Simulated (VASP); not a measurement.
# BP: single point with LDA

The system is BP.

```
B P
1.0
     0.00000    2.26832    2.26832
     2.26832    0.00000    2.26832
     2.26832    2.26832    0.00000
B P
1 1
Direct
  0.00000 0.00000 0.00000
  0.25000 0.25000 0.25000
```

```
Program             : VASP 6.6.1
Task                : single point
Functional          : LDA
Potentials or basis : VASP PAW LDA potentials, release 64 (B, P)
Cutoff              : 520 eV
k mesh              : 6 × 6 × 6
Occupations         : gaussian, width 0.01 eV
Spin                : no spin polarisation
```

The pressure is -5.1 GPa and the band gap on the k mesh is 1.29 eV, indirect (least direct gap 3.38 eV).

Levels at points of the mesh, in eV from the valence-band top:
```
           k point  band 1  band 2  band 3  band 4  band 5  band 6  band 7  band 8  band 9
(0.00, 0.00, 0.00)  -15.40    0.00    0.00    0.00    3.38    3.38    3.38    7.38   11.26
(0.50, 0.00, 0.00)  -12.07   -9.02   -1.75   -1.75    3.78    4.68    4.68    9.92   14.55
(0.50, 0.50, 0.00)  -10.56   -8.49   -4.11   -4.11    1.29    1.55   12.01   12.01   14.98
```

Wall time 8 s on 1 thread of Intel(R) Xeon(R) Platinum 8259CL CPU @ 2.50GHz (Skylake/Cascade Lake) (shared host), peak memory 0.12 GiB.

A k mesh can miss the band edges. As with any semilocal functional, this LDA gap is likely too small.
